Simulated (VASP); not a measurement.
Write the native input for VASP 6.6.1 that does the following.

* Task: single point
* Functional: PBE
* Potentials or basis: VASP PAW PBE potentials, release 64 (Li_sv)
* Cutoff: 520 eV
* k mesh: 20 × 20 × 20
* Occupations: gaussian, width 0.1 eV
* Spin: no spin polarisation
* Dipole correction: no
* Further INCAR settings: ALGO = Normal; EDIFF = 1e-06; NBANDS = 8

The structure of Li lies in POSCAR:

```
Li
1.0
    2.7322732546      0.0000000000      0.0000000000
    0.0000000000      2.7322732546      0.0000000000
    0.0000000000      0.0000000000      2.7322732546
Li
1
Direct
    0.5000000000      0.5000000000      0.5000000000
```

The cell was generated, and may not be a known phase.

One way to write it, as run:

INCAR

```
PREC = Accurate
ENCUT = 520
EDIFF = 1E-6
ISMEAR = 0
SIGMA = 0.1
LREAL = F
LASPH = T
NELM = 80
ALGO = Normal
ISIF = 2
LWAVE = F
LCHARG = F
GGA = PE
NBANDS = 8
```

KPOINTS

```
regular mesh
0
Gamma
  20 20 20
```

Potentials or basis: VASP PAW PBE potentials, release 64 (Li_sv).

The run is started by

```sh
$ cat potpaw_PBE.64/Li_sv/POTCAR > POTCAR
$ mpirun -np 1 vasp_std > vasp.out
```

It gave:

```json
{
 "Band gap on the k mesh": "zero (an odd number of electrons rules out a gap without spin polarisation)"
}
```

Run time: 38 s on 1 thread of AMD EPYC 7R13 (shared host), peak memory 0.11 GiB.
